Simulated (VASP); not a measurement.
# Al12H in VASP: relaxation of the atoms with LDA

Aim: the relaxation of the atoms of Al12H with LDA.

Program: VASP 6.6.1. These are calculated values, not measurements. Logs are shortened: lines on timing, memory, paths and dates and some standing lists are left out, and cuts for length are marked.

### Step 1. The cell of the first run

The cell holds a slab with vacuum, 13 atoms: a = 5.634 Å, b = 5.634 Å, c = 20.032 Å, α = 90.00°, β = 90.00°, γ = 120.00°.

### Step 2. Relaxation of the atoms, LDA

Contents of INCAR:

```
SYSTEM = Al12H
PREC = Accurate ; ENCUT = 450
EDIFF = 1E-7 ; ISMEAR = 0
SIGMA = 0.1 ; LREAL = .FALSE.
LASPH = .TRUE. ; NELM = 120
ALGO = Normal ; ISIF = 2
LWAVE = .FALSE. ; LCHARG = .FALSE.
LDIPOL = .TRUE. ; IDIPOL = 3
DIPOL = 0.5 0.5 0.326 ; GGA = CA
IBRION = 2 ; NSW = 36
EDIFFG = -0.025 ; GGA_COMPAT = .FALSE.
NELMIN = 4 ; NELMDL = -8
KPAR = 4
```

Contents of KPOINTS:

```
regular mesh
0
G
  6 6 1
  0 0 0
```

Contents of POSCAR:

```
Al12H
1.0
    5.6336864728      0.0000000000      0.0000000000
   -2.8168432364      4.8789156024      0.0000000000
    0.0000000000      0.0000000000     20.0321727773
Al H
12 1
Selective dynamics
Direct
    0.3333333333      0.1666666667      0.1996787889  F F F
    0.3333333333      0.6666666667      0.1996787889  F F F
    0.8333333333      0.1666666667      0.1996787889  F F F
    0.8333333333      0.6666666667      0.1996787889  F F F
    0.1666666667      0.3333333333      0.3128097090  F F F
    0.1666666667      0.8333333333      0.3128097090  F F F
    0.6666666667      0.3333333333      0.3128097090  F F F
    0.6666666667      0.8333333333      0.3128097090  F F F
    0.0000000000      0.0000000000      0.4259234818  F F F
    0.0000000000      0.5000000000      0.4259234818  F F F
    0.5000000000      0.0000000000      0.4259234818  F F F
    0.5000000000      0.5000000000      0.4259234818  F F F
    0.2500000000      0.1666666667      0.4781324748  F F T
```

Potentials or basis: VASP PAW LDA potentials, release 64 (Al, H).

The run is started by

```sh
> cat potpaw_LDA.64/Al/POTCAR potpaw_LDA.64/H/POTCAR > POTCAR
> mpirun -np 4 vasp_std > vasp.out
```

OUTCAR:

```text
SYSTEM = Al12H
   PREC = Accurate
   ENCUT = 450
   EDIFF = 1E-7
   ISMEAR = 0
   LREAL = .FALSE.
   LASPH = .TRUE.
   NELM = 120
   ISIF = 2
   GGA = CA
   IBRION = 2
   NSW = 36
   EDIFFG = -0.025
   NELMIN = 4
   NELMDL = -8

 ion  position               nearest neighbor table
   1  0.333  0.167  0.200-   5 2.79   6 2.79   7 2.79   4 2.82   2 2.82   2 2.82   4 2.82   3 2.82
                             3 2.82
   2  0.333  0.667  0.200-   6 2.79   5 2.79   8 2.79   3 2.82   1 2.82   1 2.82   3 2.82   4 2.82
                             4 2.82
   3  0.833  0.167  0.200-   7 2.79   8 2.79   5 2.79   4 2.82   2 2.82   4 2.82   2 2.82   1 2.82
                             1 2.82
   4  0.833  0.667  0.200-   8 2.79   7 2.79   6 2.79   3 2.82   1 2.82   3 2.82   1 2.82   2 2.82
                             2 2.82
   5  0.167  0.333  0.313-   9 2.79  12 2.79  10 2.79   1 2.79   2 2.79   3 2.79   8 2.82   6 2.82
                             6 2.82   8 2.82   7 2.82   7 2.82
   6  0.167  0.833  0.313-  10 2.79  11 2.79   9 2.79   2 2.79   1 2.79   4 2.79   7 2.82   5 2.82
                             5 2.82   7 2.82   8 2.82   8 2.82
   7  0.667  0.333  0.313-  11 2.79  10 2.79  12 2.79   3 2.79   4 2.79   1 2.79   8 2.82   6 2.82
                             8 2.82   6 2.82   5 2.82   5 2.82
   8  0.667  0.833  0.313-  12 2.79   9 2.79  11 2.79   4 2.79   3 2.79   2 2.79   7 2.82   5 2.82
                             7 2.82   5 2.82   6 2.82   6 2.82
   9  0.000  0.000  0.426-  13 1.62   5 2.79   8 2.79   6 2.79  12 2.82  10 2.82  10 2.82  12 2.82
                            11 2.82  11 2.82
  10  0.000  0.500  0.426-   6 2.79   7 2.79   5 2.79   9 2.82  11 2.82   9 2.82  11 2.82  12 2.82
                            12 2.82
  11  0.500  0.000  0.426-   7 2.79   6 2.79   8 2.79  10 2.82  12 2.82  12 2.82  10 2.82   9 2.82
                             9 2.82
  12  0.500  0.500  0.426-  13 1.99   8 2.79   5 2.79   7 2.79  11 2.82   9 2.82  11 2.82   9 2.82
                            10 2.82  10 2.82
  13  0.250  0.167  0.478-   9 1.62  12 1.99

  LATTYP: Found a hexagonal cell.
 ALAT       =     5.6336864728
 C/A-ratio  =     3.5557840987

  Lattice vectors:

 A1 = (   5.6336864728,   0.0000000000,   0.0000000000)
 A2 = (  -2.8168432364,   4.8789156024,   0.0000000000)
 A3 = (   0.0000000000,   0.0000000000,  20.0321727773)

Analysis of symmetry for initial positions (statically):
=====================================================================
 Subroutine PRICEL returns:
 Original cell was already a primitive cell.

 Routine SETGRP: Setting up the symmetry group for a
 hexagonal supercell.

 Subroutine GETGRP returns: Found  1 space group operations
 (whereof  1 operations were pure point group operations)
 out of a pool of 24 trial point group operations.

The static configuration has the point symmetry C_1 .

Analysis of symmetry for dynamics (positions and initial velocities):
=====================================================================
 Subroutine PRICEL returns:
 Original cell was already a primitive cell.

 Routine SETGRP: Setting up the symmetry group for a
 hexagonal supercell.

 Subroutine GETGRP returns: Found  1 space group operations
 (whereof  1 operations were pure point group operations)
 out of a pool of 24 trial point group operations.

The dynamic configuration has the point symmetry C_1 .

Analysis of constrained symmetry for selective dynamics:
=====================================================================
 Subroutine PRICEL returns:
 Original cell was already a primitive cell.

 Routine SETGRP: Setting up the symmetry group for a
 hexagonal supercell.

 Subroutine GETGRP returns: Found  1 space group operations
 (whereof  1 operations were pure point group operations)
 out of a pool of 24 trial point group operations.

The constrained configuration has the point symmetry C_1 .

 Subroutine INISYM returns: Found  1 space group operations
 (whereof  1 operations are pure point group operations),
 and found     1 'primitive' translations

----------------------------------------------------------------------------------------

                                     Primitive cell

  volume of cell :     550.6099

  direct lattice vectors                    reciprocal lattice vectors
     5.633686473  0.000000000  0.000000000     0.177503666  0.102481789  0.000000000
    -2.816843236  4.878915602  0.000000000     0.000000000  0.204963578  0.000000000
     0.000000000  0.000000000 20.032172777     0.000000000  0.000000000  0.049919697

  length of vectors
     5.633686473  5.633686473 20.032172777     0.204963578  0.204963578  0.049919697

  position of ions in fractional coordinates (direct lattice)
     0.333333333  0.166666667  0.199678789
[... 28 lines left out ...]

----------------------------------------------------------------------------------------

 KPOINTS: regular mesh

Automatic generation of k-mesh.
 Grid dimensions read from file:
 generate k-points for:    6    6    1

 Generating k-lattice:

  Cartesian coordinates                     Fractional coordinates (reciprocal lattice)
     0.029583944  0.017080298  0.000000000     0.166666667  0.000000000  0.000000000
     0.000000000  0.034160596  0.000000000     0.000000000  0.166666667  0.000000000
     0.000000000  0.000000000  0.049919697     0.000000000  0.000000000  1.000000000

  Length of vectors
     0.034160596  0.034160596  0.049919697

  Shift w.r.t. Gamma in fractional coordinates (k-lattice)
     0.000000000  0.000000000  0.000000000

 Subroutine IBZKPT returns following result:
 ===========================================

 Found     20 irreducible k-points:

 Following reciprocal coordinates:
            Coordinates               Weight
  0.000000  0.000000  0.000000      1.000000
  0.166667  0.000000  0.000000      2.000000
  0.000000  0.166667  0.000000      2.000000
 -0.166667  0.166667  0.000000      2.000000
  0.333333  0.000000  0.000000      2.000000
  0.000000  0.333333  0.000000      2.000000
[... 12 lines left out ...]
  0.500000 -0.166667  0.000000      2.000000
  0.333333  0.333333  0.000000      2.000000
   k-points           NKPTS =     20   k-points in BZ     NKDIM =     20   number of bands    NBANDS=     25
   number of dos      NEDOS =    301   number of ions     NIONS =     13
   total plane-waves  NPLWV = 224000
   dimension x,y,z NGX =    40 NGY =   40 NGZ =  140
   dimension x,y,z NGXF=    80 NGYF=   80 NGZF=  280
   ions per type =              12   1
   NGX,Y,Z   is equivalent  to a cutoff of  11.80, 11.80, 11.62 a.u.
   NGXF,Y,Z  is equivalent  to a cutoff of  23.61, 23.61, 23.24 a.u.
 SYSTEM =  Al12H
   PREC   = accura    normal or accurate (medium, high low for compatibility)
   ISTART =      0    job   : 0-new  1-cont  2-samecut
   ICHARG =      2    charge: 1-file 2-atom 10-const
   ISPIN  =      1    spin polarized calculation?
   LNONCOLLINEAR =      F non collinear calculations
   LSORBIT =      F    spin-orbit coupling
   LASPH  =      T    aspherical Exc in radial PAW
   ENCUT  =  450.0 eV  33.07 Ry    5.75 a.u.   9.74  9.74 34.65*2*pi/ulx,y,z
   NELM   =    120;   NELMIN=  4; NELMDL= -8     # of ELM steps
   EDIFF  = 0.1E-06   stopping-criterion for ELM
   LREAL  =      F    real-space projection
   EDIFFG = -.3E-01   stopping-criterion for IOM
   NSW    =     36    number of steps for IOM
   IBRION =      2    ionic relax: 0-MD 1-quasi-New 2-CG
   NFREE  =      1    steps in history (QN), initial steepest desc. (CG)
   ISIF   =      2    stress and relaxation
   ISYM   =      2    0-nonsym 1-usesym 2-fastsym
   POTIM  = 0.5000    time-step for ionic-motion
   TEBEG  =    0.0;   TEEND  =   0.0 temperature during run
   PSTRESS=    0.0 pullay stress
   NELECT =      37.0000    total number of electrons
   NUPDOWN=      -1.0000    fix difference up-down
   EMIN   =  10.00;   EMAX   =-10.00  energy-range for DOS
   EFERMI =   0.00;   METHOD = LEGACY
   ISMEAR =     0;   SIGMA  =   0.10  broadening in eV -4-tet -1-fermi 0-gaus
   EFERMI_NEDOS =   21; number of points for ismear=-14 and -15
   IALGO  =     38    algorithm
   IMIX   =      4    mixing-type and parameters
     AMIX     =   0.40;   BMIX     =  1.00
     AMIX_MAG =   1.60;   BMIX_MAG =  1.00
  volume/ion in A,a.u.               =      42.35       285.82
  Fermi-wavevector in a.u.,A,eV,Ry     =   0.665570  1.257746  6.027164  0.442984
  Thomas-Fermi vector in A             =   1.739606
   LORBIT       =      0    0 simple, 1 ext, 2 COOP (PROOUT), +10 PAW based schemes
   GGA     = CA    functional components
   LHFCALC =     F    Hartree Fock is set to
   AEXX    =    0.0000 exact exchange contribution
   IVDW    =     0    specifies the selected vdW correction
   LEPSILON=     F    determine dielectric tensor
   LRPA    =     F    only Hartree local field effects (RPA)
 conjugate gradient relaxation of ions
 non-spin polarized calculation
 Gauss-broadening in eV      SIGMA  =   0.10
  energy-cutoff  :      450.00
  volume of cell :      550.61
 maximum number of plane-waves:     11950
   NGX = 19   NGY = 19   NGZ = 69

--------------------------------------- Ionic step        1  -------------------------------------------

 number of electron      37.0000000 magnetization

 Free energy of the ion-electron system (eV)
  ---------------------------------------------------
  ext. energy  EPLUGINS =         0.00000000
  ---------------------------------------------------
  free energy    TOTEN  =       -50.15690937 eV

  energy without entropy =      -50.13502761  energy(sigma->0) =      -50.14596849

------------------------ aborting loop because EDIFF is reached ----------------------------------------

  FORCE on cell =-STRESS in cart. coord.  units (eV):
  Direction    XX          YY          ZZ          XY          YZ          ZX
  --------------------------------------------------------------------------------------
  -------------------------------------------------------------------------------------
  Total       -1.8832460     -2.3078083      1.3629585      0.4490119      0.4279017      0.7645597
  in kB       -5.4799122     -6.7153132      3.9659678      1.3065451      1.2451182      2.2247332
  external PRESSURE =      -2.7430859 kB  Pullay stress =       0.0000000 kB
[... 75 lines left out ...]
  FREE ENERGIE OF THE ION-ELECTRON SYSTEM (eV)
  ---------------------------------------------------
  free  energy   TOTEN  =       -50.1675556190 eV

  energy  without entropy=      -50.1466376362  energy(sigma->0) =      -50.15709663

 dipolmoment           0.000000      0.000000     -0.000981 electrons x Angstroem

--------------------------------------- Ionic step        3  -------------------------------------------

 number of electron      37.0000000 magnetization

------------------------ aborting loop because EDIFF is reached ----------------------------------------
[... 42 lines left out ...]
--------------------------------------- Ionic step        4  -------------------------------------------

 number of electron      36.9999999 magnetization

 dipolmoment           0.000000      0.000000      0.004175 electrons x Angstroem

 Free energy of the ion-electron system (eV)
  ---------------------------------------------------
  ext. energy  EPLUGINS =         0.00000000
  ---------------------------------------------------
  free energy    TOTEN  =       -50.18389904 eV

  energy without entropy =      -50.16607892  energy(sigma->0) =      -50.17498898

 E-fermi :   0.2290     XC(G=0):  -4.5799

 val. band max:        0.2124141645   @ k =  -0.1667   0.3333   0.0000
 cond. band min:       0.2535458658   @ k =  -0.3333   0.1667   0.0000
 fundamental gap:      0.0411317013
 Fermi energy:         0.2289846561

 k-point     1 :       0.0000    0.0000    0.0000
  band No.  band energies     occupation
      1     -10.6811      2.00000
      2      -9.0682      2.00000
      3      -6.6737      2.00000
      4      -5.0099      2.00000
      5      -4.6334      2.00000
      6      -4.6228      2.00000
[... 549 lines left out ...]
     24       2.2912      0.00000
     25       3.0055      0.00000

------------------------ aborting loop because EDIFF is reached ----------------------------------------

 vacuum level on the upper side and lower side of the slab       (xc-potential included)        -0.016        -0.060

  FORCE on cell =-STRESS in cart. coord.  units (eV):
  Direction    XX          YY          ZZ          XY          YZ          ZX
  --------------------------------------------------------------------------------------
  -------------------------------------------------------------------------------------
  Total       -2.3737265     -2.7872101      0.9471492      0.1316519      0.2120982      0.4326594
  in kB       -6.9071235     -8.1102875      2.7560362      0.3830836      0.6171682      1.2589621
  external PRESSURE =      -4.0871249 kB  Pullay stress =       0.0000000 kB
[... 28 lines left out ...]
  FREE ENERGIE OF THE ION-ELECTRON SYSTEM (eV)
  ---------------------------------------------------
  free  energy   TOTEN  =       -50.1838990386 eV

  energy  without entropy=      -50.1660789240  energy(sigma->0) =      -50.17498898

 reached required accuracy - stopping structural energy minimisation

 vacuum level on the upper side and lower side of the slab         4.331         4.289
```

Run time: 4.3 min. Hardware: 4 MPI ranks of Intel Xeon Platinum 8375C at 2.90GHz (Ice Lake), shared host; peak memory 0.5 GiB.

What came out:

```
Free energy               : -50.1839 eV
Energy gained by relaxing : 2.1 meV/atom
Ionic steps               : 4
Band gap on the k mesh    : zero (an odd number of electrons rules out a gap without spin polarisation)
```

The path:
```csv
step,energy change (eV),largest force on free atoms (eV/Å),pressure (GPa)
1,0.0000,0.4990,-0.27
2,-0.0106,0.3857,-0.31
3,-0.0266,0.0590,-0.39
4,-0.0270,0.0023,-0.41
```

Final structure:
```
CELL_PARAMETERS angstrom
5.63369 0.00000 0.00000
-2.81684 4.87892 0.00000
0.00000 0.00000 20.03217
ATOMIC_POSITIONS crystal
Al 0.33333 0.16667 0.19968
Al 0.33333 0.66667 0.19968
Al 0.83333 0.16667 0.19968
Al 0.83333 0.66667 0.19968
Al 0.16667 0.33333 0.31281
Al 0.16667 0.83333 0.31281
Al 0.66667 0.33333 0.31281
Al 0.66667 0.83333 0.31281
Al 0.00000 0.00000 0.42592
Al 0.00000 0.50000 0.42592
Al 0.50000 0.00000 0.42592
Al 0.50000 0.50000 0.42592
H 0.25000 0.16667 0.48359
```
